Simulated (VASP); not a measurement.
# Si3Br2 (R-3m) in VASP: a series of runs

Si3Br2 is run at these levels: PBE; tasks: single point.

Program: VASP 6.6.1. These are calculated values, not measurements. Logs are shortened: lines on timing, memory, paths and dates and some standing lists are left out, and cuts for length are marked.

## Step 1: The cell of the first run

The structure is trigonal, space group R-3m (No. 166). Conventional cell: a = 8.469 Å, b = 8.469 Å, c = 6.403 Å, α = 90.00°, β = 90.00°, γ = 120.00°. Si (site symmetry 2/m) has 2 Br at 2.53 Å and 4 Si at 3.25 Å within 3.3 Å. Within 3.3 Å of Br (site symmetry 3m) lie 3 Si at 2.53 Å and 1 Br at 2.97 Å.

## Step 2: Single point, PBE (atoms taken out)

File INCAR:

```
SYSTEM = Si3Br2
ALGO = Normal
EDIFF = 1E-7
ENCUT = 520
GGA = PE
ISIF = 2
ISMEAR = 0
LASPH = .True.
LCHARG = .False.
LREAL = .False.
LWAVE = .False.
NBANDS = 21
NELM = 80
PREC = Accurate
SIGMA = 0.1
```

File KPOINTS:

```
k-points
0
Gamma
  4 4 4
  0 0 0
```

File POSCAR:

```
Si3Br2
1.0
    4.2342649456      2.4446540062      2.1343858708
   -4.2342649456      2.4446540062      2.1343858708
    0.0000000000     -4.8893080123      2.1343858708
Si Br
3 2
Direct
    0.0000000000      0.5000000000      0.0000000000
    0.5000000000      0.0000000000      0.0000000000
    0.0000000000      0.0000000000      0.5000000000
    0.7319286830      0.7319286830      0.7319286830
    0.2680713170      0.2680713170      0.2680713170
```

Potentials or basis: VASP PAW PBE potentials, release 64 (Si, Br).

Command:

```bash
> cat potpaw_PBE.64/Si/POTCAR potpaw_PBE.64/Br/POTCAR > POTCAR
> mpirun -np 1 vasp_std > vasp.out
```

OUTCAR:

```text
SYSTEM = Si3Br2
   EDIFF = 1E-7
   ENCUT = 520
   GGA = PE
   ISIF = 2
   ISMEAR = 0
   LASPH = .True.
   LREAL = .False.
   NELM = 80
   PREC = Accurate

 ion  position               nearest neighbor table
   1  0.000  0.500  0.000-   4 2.53   5 2.53
   2  0.500  0.000  0.000-   4 2.53   5 2.53
   3  0.000  0.000  0.500-   4 2.53   5 2.53
   4  0.732  0.732  0.732-   1 2.53   2 2.53   3 2.53
   5  0.268  0.268  0.268-   1 2.53   2 2.53   3 2.53

  LATTYP: Found a trigonal (rhomboedric) cell.
 ALAT       =     5.3348791819
 COS(alpha) =    -0.2599023238

  Lattice vectors:

 A1 = (   4.2342649456,   2.4446540062,   2.1343858708)
 A2 = (  -4.2342649456,   2.4446540062,   2.1343858708)
 A3 = (   0.0000000000,  -4.8893080123,   2.1343858708)

Analysis of symmetry for initial positions (statically):
=====================================================================
 Subroutine PRICEL returns:
 Original cell was already a primitive cell.

 Routine SETGRP: Setting up the symmetry group for a
 trigonal (rhombohedral) supercell.

 Subroutine GETGRP returns: Found 12 space group operations
 (whereof 12 operations were pure point group operations)
 out of a pool of 12 trial point group operations.

The static configuration has the point symmetry D_3d.

Analysis of symmetry for dynamics (positions and initial velocities):
=====================================================================
 Subroutine PRICEL returns:
 Original cell was already a primitive cell.

 Routine SETGRP: Setting up the symmetry group for a
 trigonal (rhombohedral) supercell.

 Subroutine GETGRP returns: Found 12 space group operations
 (whereof 12 operations were pure point group operations)
 out of a pool of 12 trial point group operations.

The dynamic configuration has the point symmetry D_3d.

 Subroutine INISYM returns: Found 12 space group operations
 (whereof 12 operations are pure point group operations),
 and found     1 'primitive' translations

----------------------------------------------------------------------------------------

                                     Primitive cell

  volume of cell :     132.5622

  direct lattice vectors                    reciprocal lattice vectors
     4.234264946  2.444654006  2.134385871     0.118084250  0.068175973  0.156172948
    -4.234264946  2.444654006  2.134385871    -0.118084250  0.068175973  0.156172948
     0.000000000 -4.889308012  2.134385871     0.000000000 -0.136351947  0.156172948

  length of vectors
     5.334879182  5.334879182  5.334879182     0.207320629  0.207320629  0.207320629

  position of ions in fractional coordinates (direct lattice)
     0.000000000  0.500000000  0.000000000
     0.500000000  0.000000000  0.000000000
     0.000000000  0.000000000  0.500000000
     0.731928683  0.731928683  0.731928683
     0.268071317  0.268071317  0.268071317

  ion indices of the primitive-cell ions
   primitive index   ion index
                 1           1
                 2           2
                 3           3
                 4           4
                 5           5

----------------------------------------------------------------------------------------

 KPOINTS: k-points

Automatic generation of k-mesh.
 Grid dimensions read from file:
 generate k-points for:    4    4    4

 Generating k-lattice:

  Cartesian coordinates                     Fractional coordinates (reciprocal lattice)
     0.029521062  0.017043993  0.039043237     0.250000000  0.000000000  0.000000000
    -0.029521062  0.017043993  0.039043237     0.000000000  0.250000000  0.000000000
     0.000000000 -0.034087987  0.039043237     0.000000000  0.000000000  0.250000000

  Length of vectors
     0.051830157  0.051830157  0.051830157

  Shift w.r.t. Gamma in fractional coordinates (k-lattice)
     0.000000000  0.000000000  0.000000000

 Subroutine IBZKPT returns following result:
 ===========================================

 Found     13 irreducible k-points:

 Following reciprocal coordinates:
            Coordinates               Weight
  0.000000  0.000000  0.000000      1.000000
  0.250000  0.000000 -0.000000      6.000000
  0.500000  0.000000 -0.000000      3.000000
  0.250000  0.250000  0.000000      6.000000
  0.500000  0.250000  0.000000     12.000000
 -0.250000  0.250000  0.000000      6.000000
  0.500000  0.500000  0.000000      3.000000
  0.250000  0.250000  0.250000      2.000000
  0.500000  0.250000  0.250000      6.000000
 -0.250000  0.250000  0.250000      6.000000
  0.500000  0.500000  0.250000      6.000000
 -0.250000  0.500000  0.250000      6.000000
  0.500000  0.500000  0.500000      1.000000
   k-points           NKPTS =     13   k-points in BZ     NKDIM =     13   number of bands    NBANDS=     21
   number of dos      NEDOS =    301   number of ions     NIONS =      5
   total plane-waves  NPLWV =  64000
   dimension x,y,z NGX =    40 NGY =   40 NGZ =   40
   dimension x,y,z NGXF=    80 NGYF=   80 NGZF=   80
   ions per type =               3   2
   NGX,Y,Z   is equivalent  to a cutoff of  12.46, 12.46, 12.46 a.u.
   NGXF,Y,Z  is equivalent  to a cutoff of  24.93, 24.93, 24.93 a.u.
 SYSTEM =  Si3Br2
   PREC   = accura    normal or accurate (medium, high low for compatibility)
   ISTART =      0    job   : 0-new  1-cont  2-samecut
   ICHARG =      2    charge: 1-file 2-atom 10-const
   ISPIN  =      1    spin polarized calculation?
   LNONCOLLINEAR =      F non collinear calculations
   LSORBIT =      F    spin-orbit coupling
   LASPH  =      T    aspherical Exc in radial PAW
   ENCUT  =  520.0 eV  38.22 Ry    6.18 a.u.   9.92  9.92  9.92*2*pi/ulx,y,z
   NELM   =     80;   NELMIN=  2; NELMDL= -5     # of ELM steps
   EDIFF  = 0.1E-06   stopping-criterion for ELM
   LREAL  =      F    real-space projection
   EDIFFG = 0.1E-05   stopping-criterion for IOM
   NSW    =      0    number of steps for IOM
   IBRION =     -1    ionic relax: 0-MD 1-quasi-New 2-CG
   NFREE  =      0    steps in history (QN), initial steepest desc. (CG)
   ISIF   =      2    stress and relaxation
   ISYM   =      2    0-nonsym 1-usesym 2-fastsym
   POTIM  = 0.5000    time-step for ionic-motion
   TEBEG  =    0.0;   TEEND  =   0.0 temperature during run
   PSTRESS=    0.0 pullay stress
   NELECT =      26.0000    total number of electrons
   NUPDOWN=      -1.0000    fix difference up-down
   EMIN   =  10.00;   EMAX   =-10.00  energy-range for DOS
   EFERMI =   0.00;   METHOD = LEGACY
   ISMEAR =     0;   SIGMA  =   0.10  broadening in eV -4-tet -1-fermi 0-gaus
   EFERMI_NEDOS =   21; number of points for ismear=-14 and -15
   IALGO  =     38    algorithm
   IMIX   =      4    mixing-type and parameters
     AMIX     =   0.40;   BMIX     =  1.00
     AMIX_MAG =   1.60;   BMIX_MAG =  1.00
  volume/ion in A,a.u.               =      26.51       178.91
  Fermi-wavevector in a.u.,A,eV,Ry     =   0.951173  1.797456 12.309594  0.904730
  Thomas-Fermi vector in A             =   2.079618
   LORBIT       =      0    0 simple, 1 ext, 2 COOP (PROOUT), +10 PAW based schemes
   GGA     = PE    functional components
   LHFCALC =     F    Hartree Fock is set to
   AEXX    =    0.0000 exact exchange contribution
   IVDW    =     0    specifies the selected vdW correction
   LEPSILON=     F    determine dielectric tensor
   LRPA    =     F    only Hartree local field effects (RPA)
 non-spin polarized calculation
 Gauss-broadening in eV      SIGMA  =   0.10
  energy-cutoff  :      520.00
  volume of cell :      132.56
 maximum number of plane-waves:      3590
   NGX = 19   NGY = 19   NGZ = 19

 number of electron      25.9999994 magnetization

 Free energy of the ion-electron system (eV)
  ---------------------------------------------------
  ext. energy  EPLUGINS =         0.00000000
  ---------------------------------------------------
  free energy    TOTEN  =       -15.73066053 eV

  energy without entropy =      -15.72120967  energy(sigma->0) =      -15.72593510

 E-fermi :   3.7230     XC(G=0):  -8.7105

 val. band max:        3.5496078507   @ k =  -0.2500   0.2500   0.0000
 cond. band min:       3.7574976927   @ k =   0.2500   0.2500   0.2500
 fundamental gap:      0.2078898420
 Fermi energy:         3.7229919318

 k-point     1 :       0.0000    0.0000    0.0000
  band No.  band energies     occupation
      1     -13.2911      2.00000
      2     -12.3819      2.00000
      3      -4.0958      2.00000
      4      -3.6474      2.00000
      5      -3.6474      2.00000
      6      -2.3841      2.00000
[... 13 lines left out ...]
     20       9.2498      0.00000
     21       9.4693      0.00000

 k-point     2 :       0.2500    0.0000   -0.0000
  band No.  band energies     occupation
      1     -13.1717      2.00000
      2     -12.5172      2.00000
      3      -4.2045      2.00000
      4      -3.9465      2.00000
      5      -3.7170      2.00000
      6      -2.2793      2.00000
[... 13 lines left out ...]
     20       8.4212      0.00000
     21       9.0675      0.00000

 k-point     3 :       0.5000    0.0000   -0.0000
  band No.  band energies     occupation
      1     -12.9427      2.00000
      2     -12.7617      2.00000
      3      -4.4017      2.00000
      4      -4.1026      2.00000
      5      -3.7795      2.00000
      6      -2.1751      2.00000
[... 13 lines left out ...]
     20       8.0054      0.00000
     21       9.2173      0.00000
[... 193 lines left out ...]
 k-point    12 :      -0.2500    0.5000    0.2500
  band No.  band energies     occupation
      1     -12.9496      2.00000
      2     -12.7120      2.00000
      3      -4.8537      2.00000
      4      -4.6093      2.00000
      5      -2.8431      2.00000
      6      -2.2224      2.00000
[... 13 lines left out ...]
     20       7.7491      0.00000
     21       9.2530      0.00000

 k-point    13 :       0.5000    0.5000    0.5000
  band No.  band energies     occupation
      1     -12.9567      2.00000
      2     -12.6609      2.00000
      3      -4.9665      2.00000
      4      -4.9665      2.00000
      5      -2.4832      2.00000
      6      -2.4832      2.00000
[... 13 lines left out ...]
     20       8.7802      0.00000
     21       9.1755      0.00000

------------------------ aborting loop because EDIFF is reached ----------------------------------------

  FORCE on cell =-STRESS in cart. coord.  units (eV):
  Direction    XX          YY          ZZ          XY          YZ          ZX
  --------------------------------------------------------------------------------------
  -------------------------------------------------------------------------------------
  Total        0.1991216      0.1991216      0.0012321      0.0000000      0.0000000     -0.0000000
  in kB        2.4066297      2.4066297      0.0148918      0.0000000      0.0000000     -0.0000000
  external PRESSURE =       1.6093838 kB  Pullay stress =       0.0000000 kB

 VOLUME and BASIS-vectors are now :
 -----------------------------------------------------------------------------
  energy-cutoff  :      520.00
  volume of cell :      132.56
      direct lattice vectors                 reciprocal lattice vectors
     4.234264946  2.444654006  2.134385871     0.118084250  0.068175973  0.156172948
    -4.234264946  2.444654006  2.134385871    -0.118084250  0.068175973  0.156172948
     0.000000000 -4.889308012  2.134385871     0.000000000 -0.136351947  0.156172948

 POSITION                                       TOTAL-FORCE (eV/Angst)
 -----------------------------------------------------------------------------------
     -2.11713      1.22233      1.06719         0.000000      0.000000      0.000000
      2.11713      1.22233      1.06719         0.000000      0.000000      0.000000
      0.00000     -2.44465      1.06719        -0.000000      0.000000      0.000000
      0.00000      0.00000      4.68665        -0.000000     -0.000000     -0.010945
      0.00000      0.00000      1.71650        -0.000000      0.000000      0.010945
 -----------------------------------------------------------------------------------
    total drift:                                0.000000      0.000000     -0.000000

  FREE ENERGIE OF THE ION-ELECTRON SYSTEM (eV)
  ---------------------------------------------------
  free  energy   TOTEN  =       -15.7306605262 eV

  energy  without entropy=      -15.7212096652  energy(sigma->0) =      -15.72593510
```

Run time: 16 s. Hardware: 1 thread of Intel Xeon 6975P-C (Granite Rapids), shared host; peak memory 0.23 GiB.

What came out:

```
Free energy            : -15.7307 eV
Pressure               : 0.2 GPa
Largest force          : 0.011 eV/Å
Band gap on the k mesh : zero (bands 13 and 14 overlap by 1.33 eV)
```

Forces on the atoms (eV/Å):
```
Si   0.000  0.000  0.000
Si   0.000  0.000  0.000
Si   0.000  0.000  0.000
Br   0.000  0.000 -0.011
Br   0.000  0.000  0.011
```

Levels at points of the mesh, in eV from the Fermi level:
| k point | band 11 | band 12 | band 13 | band 14 | band 15 | band 16 |
| --- | --- | --- | --- | --- | --- | --- |
| (0.00, 0.00, 0.00) | -1.95 | -1.80 | -1.80 | -1.00 | 1.91 | 2.82 |
| (0.50, 0.00, 0.00) | -2.71 | -1.74 | 0.33 | 0.40 | 0.97 | 1.55 |
| (0.50, 0.50, 0.00) | -1.88 | -0.73 | 0.23 | 0.33 | 0.66 | 1.64 |
| (0.50, 0.50, 0.50) | -1.93 | -1.59 | -1.59 | 0.43 | 2.24 | 3.70 |

Caveat: the cell differs from its parent crystal (atoms taken out).

## Step 3: Single point, PBE (atoms taken out)

File INCAR:

```
SYSTEM = Si3Br2
PREC = Accurate
ENCUT = 520
EDIFF = 1E-6
ISMEAR = 0
SIGMA = 0.1
LREAL = .FALSE.
LASPH = .TRUE.
NELM = 60
ALGO = Normal
ISIF = 2
LWAVE = .FALSE.
LCHARG = .FALSE.
GGA = PE
NBANDS = 21
```

File KPOINTS:

```
Automatic mesh
0
G
  6 6 6
  0 0 0
```

File POSCAR:

```
Si3Br2
1.0
    4.2392479999      2.4475309739      2.1376341297
   -4.2392479999      2.4475309739      2.1376341297
    0.0000000000     -4.8950619478      2.1376341297
Si Br
3 2
Direct
    0.0000000000      0.5000000000      0.0000000000
    0.5000000000      0.0000000000      0.0000000000
    0.0000000000      0.0000000000      0.5000000000
    0.7329745074      0.7329745074      0.7329745074
    0.2670254926      0.2670254926      0.2670254926
```

Potentials or basis: VASP PAW PBE potentials, release 64 (Si, Br).

Command:

```bash
> cat potpaw_PBE.64/Si/POTCAR potpaw_PBE.64/Br/POTCAR > POTCAR
> mpirun -np 1 vasp_std > vasp.out
```

Wall time 28 s (1 thread of Intel Xeon 6975P-C (Granite Rapids), shared host); peak memory 0.26 GiB.

It converged, with:

| Item | Value |
| --- | --- |
| Free energy | -15.7132 eV |
| Pressure | 0.0 GPa |
| Largest force | 0.007 eV/Å |
| Band gap on the k mesh | zero (bands 13 and 14 overlap by 1.32 eV) |

Forces in eV/Å, atoms in the order of the input:
```
Si   0.000  0.000  0.000
Si   0.000  0.000  0.000
Si   0.000  0.000  0.000
Br   0.000  0.000 -0.007
Br   0.000  0.000  0.007
```

Levels at points of the mesh, in eV from the Fermi level:
```csv
k point,band 11,band 12,band 13,band 14,band 15,band 16
"(0.00, 0.00, 0.00)",-1.84,-1.68,-1.68,-0.88,2.02,2.94
"(0.50, 0.00, 0.00)",-2.58,-1.61,0.44,0.52,1.09,1.67
"(0.50, 0.50, 0.00)",-1.78,-0.61,0.34,0.45,0.77,1.75
"(0.50, 0.50, 0.50)",-1.82,-1.47,-1.47,0.55,2.34,3.80
```

Caveat: the cell differs from its parent crystal (atoms taken out).

The gap in the log of VASP goes by the Fermi energy; the results here count the filled bands.